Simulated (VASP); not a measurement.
The system is MnO.

```
Mn O
1.0
     0.00000    2.22391    2.22391
     2.22391    0.00000    2.22391
     2.22391    2.22391    0.00000
Mn O
1 1
Direct
  0.00000 0.00000 0.00000
  0.50000 0.50000 0.50000
```

```yaml
Program: VASP 6.6.1
Task: relaxation of cell and atoms
Functional: revPBE
Dispersion: D3(BJ)
Potentials_or_basis: VASP PAW PBE potentials, release 64 (Mn_pv, O)
Cutoff: 600 eV
k_mesh: 10 × 10 × 10
Occupations: fermi-dirac, width 0.05 eV
Spin: collinear spin, ferromagnetic start
Starting_moments: "[4.0, 0.0] μB"
```

At the start: pressure 523.8 GPa; volume 11.00 Å³/atom.

Question: Where does the relaxation end?

Answer: Over 18 steps the energy falls by 36.8 meV/atom and the volume is 11.05 Å³/atom (+0.4 %); space group Fm-3m (No. 225, to 0.05 Å); moment 4.82 μB per cell.

The path:
```tsv
step	energy change (eV)	largest force (eV/Å)	pressure (GPa)	volume (Å³)
1	0.0000	0.0000	523.78	22.00
2	477.4515	0.0000	-280.29	449.88
3	1.2359	0.0000	-26.50	33.04
4	1.0894	0.0000	-26.62	32.16
5	0.3177	0.0000	-19.89	26.76
6	0.0562	0.0000	-13.39	24.30
7	-0.0269	0.0000	-9.22	23.13
8	-0.0561	0.0000	-7.22	22.56
9	-0.0678	0.0000	-6.07	22.28
10	-0.0727	0.0000	-4.81	22.14
11	-0.0724	0.0000	16.61	22.07
12	-0.0732	0.0000	-3.87	22.12
13	-0.0735	0.0000	0.41	22.09
14	-0.0735	0.0000	-0.30	22.10
15	-0.0672	0.0000	63.16	22.04
16	-0.0735	0.0000	-0.20	22.10
17	-0.0735	0.0000	-0.17	22.10
18	-0.0735	0.0000	0.05	22.10
```

Final structure:
```
Mn O
1.0
     0.00000    2.22720    2.22720
     2.22720    0.00000    2.22720
     2.22720    2.22720    0.00000
Mn O
1 1
Cartesian
  0.0000 0.0000 0.0000
  2.2272 2.2272 2.2272
```

Caveat: the PAW data sets were made with another functional, which shifts forces and pressure a little; a cell with one magnetic atom can't hold antiferromagnetic order, which such compounds often take; pairwise dispersion overbinds metals, which lowers pressure and volume.
